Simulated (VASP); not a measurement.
# ZnCd2S3 (P6_3mc) in VASP: single point with PBE

Aim: the single point of ZnCd2S3 with PBE.

All numbers are computed with VASP 6.6.1; they aren't measurements. Logs are shortened: lines on timing, memory, paths and dates and some standing lists are left out, and cuts for length are marked.

## 1. The cell of the first run

The structure is hexagonal, space group P6_3mc (No. 186). The conventional cell has a = 4.067 Å, b = 4.067 Å, c = 20.125 Å, α = 90.00°, β = 90.00°, γ = 120.00°. Zn (site symmetry 3m) has 4 S at 2.35 to 2.45 Å within 3.1 Å. Within 3.3 Å of Cd (site symmetry 3m) lie 4 S at 2.53 to 2.55 Å. Cd (site symmetry 3m) has 4 S at 2.54 to 2.56 Å within 3.3 Å. S (site symmetry 3m) has 1 Zn at 2.35 Å and 3 Cd at 2.53 Å within 3.1 Å. Within 3.3 Å of S (site symmetry 3m) lie 4 Cd at 2.54 to 2.55 Å. S (site symmetry 3m) has 3 Zn at 2.45 Å and 1 Cd at 2.56 Å within 3.2 Å.

## 2. Single point, PBE

INCAR

```
  ALGO = Normal
  EDIFF = 1E-7
  ENCUT = 520
  GGA = PE
  ISIF = 2
  ISMEAR = 0
  LASPH = T
  LCHARG = T
  LELF = T
  LREAL = F
  LVHAR = T
  LWAVE = F
  NBANDS = 66
  NELM = 100
  PREC = Accurate
  SIGMA = 0.02
```

KPOINTS

```
k-points
0
Gamma
  12 12 2
```

POSCAR

```
ZnCd2S3
1.0
    4.0674217910      0.0000000000      0.0000000000
   -2.0337108955      3.5224905989      0.0000000000
    0.0000000000      0.0000000000     20.1248388231
Zn Cd S
2 4 6
Direct
    0.0000000000      0.0000000000     -0.0000171538
    0.0000000000      0.0000000000      0.4999828462
    0.3333333333      0.6666666667      0.1638484158
    0.6666666667      0.3333333333      0.6638484158
    0.6666666667      0.3333333333      0.3382287260
    0.3333333333      0.6666666667      0.8382287260
    0.0000000000      0.0000000000      0.1169006647
    0.0000000000      0.0000000000      0.6169006647
    0.3333333333      0.6666666667      0.2905770890
    0.6666666667      0.3333333333      0.7905770890
    0.6666666667      0.3333333333      0.4654622583
    0.3333333333      0.6666666667      0.9654622583
```

Potentials or basis: VASP PAW PBE potentials, release 64 (Zn, Cd, S).

The run is started by

```console
cat potpaw_PBE.64/Zn/POTCAR potpaw_PBE.64/Cd/POTCAR potpaw_PBE.64/S/POTCAR > POTCAR
mpirun -np 1 vasp_std > vasp.out
```

OUTCAR:

```text
EDIFF = 1E-7
   ENCUT = 520
   GGA = PE
   ISIF = 2
   ISMEAR = 0
   LASPH = T
   LREAL = F
   NELM = 100
   PREC = Accurate

 ion  position               nearest neighbor table
   1  0.000  0.000  1.000-   7 2.35  12 2.45  12 2.45  12 2.45
   2  0.000  0.000  0.500-   8 2.35  11 2.45  11 2.45  11 2.45
   3  0.333  0.667  0.164-   7 2.53   7 2.53   7 2.53   9 2.55
   4  0.667  0.333  0.664-   8 2.53   8 2.53   8 2.53  10 2.55
   5  0.667  0.333  0.338-   9 2.54   9 2.54   9 2.54  11 2.56
   6  0.333  0.667  0.838-  10 2.54  10 2.54  10 2.54  12 2.56
   7  0.000  0.000  0.117-   1 2.35   3 2.53   3 2.53   3 2.53
   8  0.000  0.000  0.617-   2 2.35   4 2.53   4 2.53   4 2.53
   9  0.333  0.667  0.291-   5 2.54   5 2.54   5 2.54   3 2.55
  10  0.667  0.333  0.791-   6 2.54   6 2.54   6 2.54   4 2.55
  11  0.667  0.333  0.465-   2 2.45   2 2.45   2 2.45   5 2.56
  12  0.333  0.667  0.965-   1 2.45   1 2.45   1 2.45   6 2.56

  LATTYP: Found a hexagonal cell.
 ALAT       =     4.0674217910
 C/A-ratio  =     4.9478121172

  Lattice vectors:

 A1 = (   4.0674217910,   0.0000000000,   0.0000000000)
 A2 = (  -2.0337108955,   3.5224905989,   0.0000000000)
 A3 = (   0.0000000000,   0.0000000000,  20.1248388231)

Analysis of symmetry for initial positions (statically):
=====================================================================
 Subroutine PRICEL returns:
 Original cell was already a primitive cell.

 Routine SETGRP: Setting up the symmetry group for a
 hexagonal supercell.

 Subroutine GETGRP returns: Found 12 space group operations
 (whereof  6 operations were pure point group operations)
 out of a pool of 24 trial point group operations.

The static configuration has the point symmetry C_3v.
 The point group associated with its full space group is C_6v.

Analysis of symmetry for dynamics (positions and initial velocities):
=====================================================================
 Subroutine PRICEL returns:
 Original cell was already a primitive cell.

 Routine SETGRP: Setting up the symmetry group for a
 hexagonal supercell.

 Subroutine GETGRP returns: Found 12 space group operations
 (whereof  6 operations were pure point group operations)
 out of a pool of 24 trial point group operations.

The dynamic configuration has the point symmetry C_3v.
 The point group associated with its full space group is C_6v.

 Subroutine INISYM returns: Found 12 space group operations
 (whereof  6 operations are pure point group operations),
 and found     1 'primitive' translations

----------------------------------------------------------------------------------------

                                     Primitive cell

  volume of cell :     288.3377

  direct lattice vectors                    reciprocal lattice vectors
     4.067421791  0.000000000  0.000000000     0.245855987  0.141945020  0.000000000
    -2.033710896  3.522490599  0.000000000     0.000000000  0.283890041  0.000000000
     0.000000000  0.000000000 20.124838823     0.000000000  0.000000000  0.049689839

  length of vectors
     4.067421791  4.067421791 20.124838823     0.283890041  0.283890041  0.049689839

  position of ions in fractional coordinates (direct lattice)
     0.000000000  0.000000000  0.999982846
     0.000000000  0.000000000  0.499982846
     0.333333333  0.666666667  0.163848416
     0.666666667  0.333333333  0.663848416
     0.666666667  0.333333333  0.338228726
     0.333333333  0.666666667  0.838228726
     0.000000000  0.000000000  0.116900665
     0.000000000  0.000000000  0.616900665
     0.333333333  0.666666667  0.290577089
     0.666666667  0.333333333  0.790577089
     0.666666667  0.333333333  0.465462258
     0.333333333  0.666666667  0.965462258

  ion indices of the primitive-cell ions
   primitive index   ion index
                 1           1
                 2           2
                 3           3
                 4           4
                 5           5
                 6           6
                 7           7
                 8           8
                 9           9
                10          10
                11          11
                12          12

----------------------------------------------------------------------------------------

 KPOINTS: k-points

Automatic generation of k-mesh.
 Grid dimensions read from file:
 generate k-points for:   12   12    2

 Generating k-lattice:

  Cartesian coordinates                     Fractional coordinates (reciprocal lattice)
     0.020487999  0.011828752  0.000000000     0.083333333  0.000000000  0.000000000
     0.000000000  0.023657503  0.000000000     0.000000000  0.083333333  0.000000000
     0.000000000  0.000000000  0.024844919     0.000000000  0.000000000  0.500000000

  Length of vectors
     0.023657503  0.023657503  0.024844919

  Shift w.r.t. Gamma in fractional coordinates (k-lattice)
     0.000000000  0.000000000  0.000000000

 Subroutine IBZKPT returns following result:
 ===========================================

 Found     38 irreducible k-points:

 Following reciprocal coordinates:
            Coordinates               Weight
  0.000000  0.000000  0.000000      1.000000
  0.083333  0.000000  0.000000      6.000000
  0.166667  0.000000  0.000000      6.000000
  0.250000 -0.000000  0.000000      6.000000
  0.333333  0.000000  0.000000      6.000000
  0.416667 -0.000000  0.000000      6.000000
[... 16 lines left out ...]
  0.250000 -0.000000  0.500000      6.000000
  0.333333  0.000000  0.500000      6.000000
 [... further k-points ...]
   k-points           NKPTS =     38   k-points in BZ     NKDIM =     38   number of bands    NBANDS=     66
   number of dos      NEDOS =    301   number of ions     NIONS =     12
   total plane-waves  NPLWV = 135000
   dimension x,y,z NGX =    30 NGY =   30 NGZ =  150
   dimension x,y,z NGXF=    60 NGYF=   60 NGZF=  300
   ions per type =               2   4   6
   NGX,Y,Z   is equivalent  to a cutoff of  12.26, 12.26, 12.39 a.u.
   NGXF,Y,Z  is equivalent  to a cutoff of  24.52, 24.52, 24.78 a.u.
 SYSTEM =  unknown system
   PREC   = accura    normal or accurate (medium, high low for compatibility)
   ISTART =      0    job   : 0-new  1-cont  2-samecut
   ICHARG =      2    charge: 1-file 2-atom 10-const
   ISPIN  =      1    spin polarized calculation?
   LNONCOLLINEAR =      F non collinear calculations
   LSORBIT =      F    spin-orbit coupling
   LASPH  =      T    aspherical Exc in radial PAW
   ENCUT  =  520.0 eV  38.22 Ry    6.18 a.u.   7.56  7.56 37.42*2*pi/ulx,y,z
   NELM   =    100;   NELMIN=  2; NELMDL= -5     # of ELM steps
   EDIFF  = 0.1E-06   stopping-criterion for ELM
   LREAL  =      F    real-space projection
   EDIFFG = 0.1E-05   stopping-criterion for IOM
   NSW    =      0    number of steps for IOM
   IBRION =     -1    ionic relax: 0-MD 1-quasi-New 2-CG
   NFREE  =      0    steps in history (QN), initial steepest desc. (CG)
   ISIF   =      2    stress and relaxation
   ISYM   =      2    0-nonsym 1-usesym 2-fastsym
   POTIM  = 0.5000    time-step for ionic-motion
   TEBEG  =    0.0;   TEEND  =   0.0 temperature during run
   PSTRESS=    0.0 pullay stress
   NELECT =     108.0000    total number of electrons
   NUPDOWN=      -1.0000    fix difference up-down
   EMIN   =  10.00;   EMAX   =-10.00  energy-range for DOS
   EFERMI =   0.00;   METHOD = LEGACY
   ISMEAR =     0;   SIGMA  =   0.02  broadening in eV -4-tet -1-fermi 0-gaus
   EFERMI_NEDOS =   21; number of points for ismear=-14 and -15
   IALGO  =     38    algorithm
   IMIX   =      4    mixing-type and parameters
     AMIX     =   0.40;   BMIX     =  1.00
     AMIX_MAG =   1.60;   BMIX_MAG =  1.00
  volume/ion in A,a.u.               =      24.03       162.15
  Fermi-wavevector in a.u.,A,eV,Ry     =   1.180091  2.230049 18.947683  1.392615
  Thomas-Fermi vector in A             =   2.316390
   LORBIT       =      0    0 simple, 1 ext, 2 COOP (PROOUT), +10 PAW based schemes
   GGA     = PE    functional components
   LHFCALC =     F    Hartree Fock is set to
   AEXX    =    0.0000 exact exchange contribution
   IVDW    =     0    specifies the selected vdW correction
   LEPSILON=     F    determine dielectric tensor
   LRPA    =     F    only Hartree local field effects (RPA)
 non-spin polarized calculation
 Gauss-broadening in eV      SIGMA  =   0.02
  energy-cutoff  :      520.00
  volume of cell :      288.34
 maximum number of plane-waves:      7816
   NGX = 15   NGY = 15   NGZ = 75

 number of electron     108.0000079 magnetization

 Free energy of the ion-electron system (eV)
  ---------------------------------------------------
  ext. energy  EPLUGINS =         0.00000000
  ---------------------------------------------------
  free energy    TOTEN  =       -37.94700441 eV

  energy without entropy =      -37.94700441  energy(sigma->0) =      -37.94700441

 E-fermi :   1.3818     XC(G=0):  -9.1141

 val. band max:        1.2745512366   @ k =   0.0000   0.0000   0.0000
 cond. band min:       2.4587867460   @ k =   0.0000   0.0000   0.0000
 fundamental gap:      1.1842355093
 Fermi energy:         1.3818237184

 k-point     1 :       0.0000    0.0000    0.0000
  band No.  band energies     occupation
      1     -11.1739      2.00000
      2     -11.1229      2.00000
      3     -10.9067      2.00000
      4     -10.7675      2.00000
      5     -10.6764      2.00000
      6     -10.5891      2.00000
[... 58 lines left out ...]
     65       7.5902      0.00000
     66       7.6128      0.00000

 k-point     2 :       0.0833    0.0000    0.0000
  band No.  band energies     occupation
      1     -11.1434      2.00000
      2     -11.0937      2.00000
      3     -10.8836      2.00000
      4     -10.7493      2.00000
      5     -10.6596      2.00000
      6     -10.5759      2.00000
[... 58 lines left out ...]
     65       7.6202      0.00000
     66       7.6484      0.00000

 k-point     3 :       0.1667    0.0000    0.0000
  band No.  band energies     occupation
      1     -11.0575      2.00000
      2     -11.0116      2.00000
      3     -10.8200      2.00000
      4     -10.6998      2.00000
      5     -10.6144      2.00000
      6     -10.5410      2.00000
[... 1438 lines left out ...]
     65       7.6390      0.00000
     66       7.6390      0.00000

 k-point    24 :       0.3333    0.0000    0.5000
  band No.  band energies     occupation
      1     -10.7823      2.00000
      2     -10.7823      2.00000
      3     -10.6070      2.00000
      4     -10.6070      2.00000
      5     -10.4749      2.00000
      6     -10.4749      2.00000
[... 58 lines left out ...]
     65       7.8682      0.00000
     66       7.8682      0.00000

 [... further k-points ...]

------------------------ aborting loop because EDIFF is reached ----------------------------------------

  FORCE on cell =-STRESS in cart. coord.  units (eV):
  Direction    XX          YY          ZZ          XY          YZ          ZX
  --------------------------------------------------------------------------------------
  -------------------------------------------------------------------------------------
  Total        0.4785158      0.4785158      0.4678086      0.0000000      0.0000000      0.0000000
  in kB        2.6589205      2.6589205      2.5994254      0.0000000      0.0000000      0.0000000
  external PRESSURE =       2.6390888 kB  Pullay stress =       0.0000000 kB

 VOLUME and BASIS-vectors are now :
 -----------------------------------------------------------------------------
  energy-cutoff  :      520.00
  volume of cell :      288.34
      direct lattice vectors                 reciprocal lattice vectors
     4.067421791  0.000000000  0.000000000     0.245855987  0.141945020  0.000000000
    -2.033710896  3.522490599  0.000000000     0.000000000  0.283890041  0.000000000
     0.000000000  0.000000000 20.124838823     0.000000000  0.000000000  0.049689839

 POSITION                                       TOTAL-FORCE (eV/Angst)
 -----------------------------------------------------------------------------------
      0.00000      0.00000     20.12449        -0.000000     -0.000000     -0.002670
      0.00000      0.00000     10.06207        -0.000000      0.000000     -0.002670
     -0.00000      2.34833      3.29742        -0.000000     -0.000000      0.011061
      2.03371      1.17416     13.35984         0.000000      0.000000      0.011061
      2.03371      1.17416      6.80680         0.000000     -0.000000      0.010855
     -0.00000      2.34833     16.86922        -0.000000      0.000000      0.010855
      0.00000      0.00000      2.35261         0.000000     -0.000000     -0.025434
      0.00000      0.00000     12.41503        -0.000000      0.000000     -0.025434
     -0.00000      2.34833      5.84782         0.000000     -0.000000     -0.009499
      2.03371      1.17416     15.91024         0.000000      0.000000     -0.009499
      2.03371      1.17416      9.36735         0.000000     -0.000000      0.015687
     -0.00000      2.34833     19.42977        -0.000000      0.000000      0.015687
 -----------------------------------------------------------------------------------
    total drift:                               -0.000001     -0.000002      0.000759

  FREE ENERGIE OF THE ION-ELECTRON SYSTEM (eV)
  ---------------------------------------------------
  free  energy   TOTEN  =       -37.9470044085 eV

  energy  without entropy=      -37.9470044085  energy(sigma->0) =      -37.94700441
```

It took 21 min on 1 thread of Oxide Virtual Turin-like, shared host; peak memory 0.68 GiB.

What came out:

```
Free energy            : -37.9470 eV
Pressure               : 0.3 GPa
Largest force          : 0.025 eV/Å
Band gap on the k mesh : 1.18 eV
```

Forces on the atoms (eV/Å):
```
Zn   0.000  0.000 -0.003
Zn   0.000  0.000 -0.003
Cd   0.000  0.000  0.011
Cd   0.000  0.000  0.011
Cd   0.000  0.000  0.011
Cd   0.000  0.000  0.011
S    0.000  0.000 -0.025
S    0.000  0.000 -0.025
S    0.000  0.000 -0.009
S    0.000  0.000 -0.009
S    0.000  0.000  0.016
S    0.000  0.000  0.016
```
